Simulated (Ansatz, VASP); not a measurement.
MgO2 in VASP and in Ansatz

File POSCAR:

```
MgO2
1.0
   -1.6047610160     -2.7795276138      0.0000000000
    1.6047610160     -2.7795276138      0.0000000000
    0.0000000000     -1.8528331073     10.4819366247
Mg O
3 6
Direct
   -0.2777388900     -0.2777388900      0.8333000000
    0.2777944433      0.2777944433      0.1666333333
    0.5000277767      0.5000277767      0.4999666667
    0.9126467362      0.9126467362      0.2620860000
    0.1348800695      0.1348800695      0.5954193333
    0.3571134029      0.3571134029      0.9287526667
    0.8651754838      0.8651754838      0.4045140000
    0.0874088171      0.0874088171      0.7378473333
    0.6429421505      0.6429421505      0.0711806667
```

File INCAR.step1:

```
SYSTEM = MgO2
  PREC = Accurate
  ENCUT = 520
  ISMEAR = 0
  SIGMA = 0.05
  LREAL = .FALSE.
  LASPH = .TRUE.
  NELM = 80
  NBANDS = 31
  GGA = PE
  ALGO = Normal
  EDIFF = 1E-4
  LWAVE = .TRUE.
  LCHARG = .FALSE.
```

File INCAR.step2:

```
SYSTEM = MgO2
  PREC = Accurate
  ENCUT = 520
  EDIFF = 1E-6
  ISMEAR = 0
  SIGMA = 0.05
  LREAL = .FALSE.
  LASPH = .TRUE.
  NELM = 80
  ALGO = Normal
  ISIF = 2
  LWAVE = .FALSE.
  LCHARG = .TRUE.
  METAGGA = R2SCAN
  LMIXTAU = .TRUE.
  LELF = .TRUE.
  LVHAR = .TRUE.
  NBANDS = 31
  ISTART = 1
```

File KPOINTS:

```
regular mesh
0
G
  8 8 2
  0 0 0
```

Input for Ansatz:

```yaml
crystal:
  lattice:
    - [-1.604761016, -2.7795276138, 0.0]
    - [1.604761016, -2.7795276138, 0.0]
    - [0.0, -1.8528331073, 10.4819366247]
  atoms:
    - { symbol: Mg, position: [-0.27773889, -0.27773889, 0.8333] }
    - { symbol: Mg, position: [0.2777944433, 0.2777944433, 0.1666333333] }
    - { symbol: Mg, position: [0.5000277767, 0.5000277767, 0.4999666667] }
    - { symbol: O, position: [0.9126467362, 0.9126467362, 0.262086] }
    - { symbol: O, position: [0.1348800695, 0.1348800695, 0.5954193333] }
    - { symbol: O, position: [0.3571134029, 0.3571134029, 0.9287526667] }
    - { symbol: O, position: [0.8651754838, 0.8651754838, 0.404514] }
    - { symbol: O, position: [0.0874088171, 0.0874088171, 0.7378473333] }
    - { symbol: O, position: [0.6429421505, 0.6429421505, 0.0711806667] }
basis:
  ecutwfc: 500
kpoints:
  mp_grid: { grid: [8, 8, 2] }
hamiltonian:
  xc: r2scan
scf:
  occupations: { method: gaussian, width: 0.05 }
output:
  forces: true
  stress: true
  eigenvalues: true
  write_density: true
  write_potential: true
  elf: true
  volumetric_format: npy
```

Alike in both runs: task single point; functional r2SCAN; k mesh 8 × 8 × 2; occupations gaussian, width 0.05 eV; no spin polarisation.

|  | VASP | Ansatz |
| --- | --- | --- |
| version | VASP 6.6.1 | Ansatz 0.2.0 |
| potentials or method | VASP PAW PBE potentials, release 64 (Mg, O), cutoff 520 eV | scalar-relativistic, plane waves, PAW |
| valence electrons in the cell | 42 | 66 |

Ansatz gave:

| Quantity | Value |
| --- | --- |
| gap on the k mesh at the Fermi level (eV) | none |
| pressure (GPa) | -4.5 |
| traceless stress, the component that is largest in VASP (GPa) | -3.68 |
| rms of the force components (eV/Å) | 0.608 |

Task: Estimate VASP's values.

Result: gap on the k mesh at the Fermi level (eV): none; pressure (GPa): -5.0; traceless stress, the component that is largest in VASP (GPa): -2.60; rms of the force components (eV/Å): 0.586.

VASP's potentials were made for PBE, not for r2SCAN. Atom by atom the forces differ by 0.109 eV/Å (rms over components). A gap of «none» marks a metal or a gap that the smearing closes. With one functional, cell and mesh, what is left measures potentials, basis and numerics. VASP's potentials hold 42 valence electrons a cell and Ansatz's 66, so a difference there can come from the potentials and not from the codes.
